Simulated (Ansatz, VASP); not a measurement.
## Two plane-wave programs on AlN

The input INCAR:

```
SYSTEM = AlN
PREC = Accurate
ENCUT = 600
EDIFF = 1E-6
ISMEAR = 0
SIGMA = 0.02
LREAL = .FALSE.
LASPH = .TRUE.
NELM = 120
ALGO = Normal
ISIF = 2
LWAVE = .FALSE.
LCHARG = .FALSE.
GGA = PS
NBANDS = 11
GGA_COMPAT = .FALSE.
```

Contents of KPOINTS:

```
regular mesh
0
G
  14 14 14
  0 0 0
```

Contents of POSCAR:

```
AlN
1.0
    0.0000000000      2.0222575085      2.0222575085
    2.0222575085      0.0000000000      2.0222575085
    2.0222575085      2.0222575085      0.0000000000
Al N
1 1
Direct
    0.5000000000      0.5000000000      0.5000000000
    0.0000000000      0.0000000000      0.0000000000
```

Input for Ansatz:

```yaml
crystal:
  lattice:
    - [0.0, 2.0222575085, 2.0222575085]
    - [2.0222575085, 0.0, 2.0222575085]
    - [2.0222575085, 2.0222575085, 0.0]
  atoms:
    - { symbol: Al, position: [0.5, 0.5, 0.5] }
    - { symbol: "N", position: [0.0, 0.0, 0.0] }
basis:
  ecutwfc: 420
kpoints:
  mp_grid: { grid: [14, 14, 14] }
hamiltonian:
  xc: pbesol
  pseudopotentials: { kind: paw, azcp: { folder: soft_1 } }
scf:
  occupations: { method: gaussian, width: 0.02 }
output:
  forces: true
  stress: true
  eigenvalues: true
```

Alike in both runs: task single point; functional PBEsol; k mesh 14 × 14 × 14; occupations gaussian, width 0.02 eV; no spin polarisation.

|  | VASP | Ansatz |
| --- | --- | --- |
| version | VASP 6.6.1 | Ansatz 0.2.0 |
| potentials or method | VASP PAW PBE potentials, release 64 (Al, N), cutoff 600 eV | scalar-relativistic, plane waves, PAW |
| valence electrons in the cell | 8 | 8 |

Ansatz gave:

| Quantity | Value |
| --- | --- |
| gap on the k mesh at the Fermi level (eV) | 4.55 |
| least direct gap on the mesh (eV) | 5.64 |
| pressure (GPa) | 0.0 |

Question: Estimate VASP's values.

Answer: gap on the k mesh at the Fermi level (eV): 4.55; least direct gap on the mesh (eV): 5.66; pressure (GPa): -0.1.

VASP's potentials were made for PBE, not for PBEsol, and Ansatz warns of the same on its side. The functional is the same, so the differences come from potentials, cutoffs and numerics.
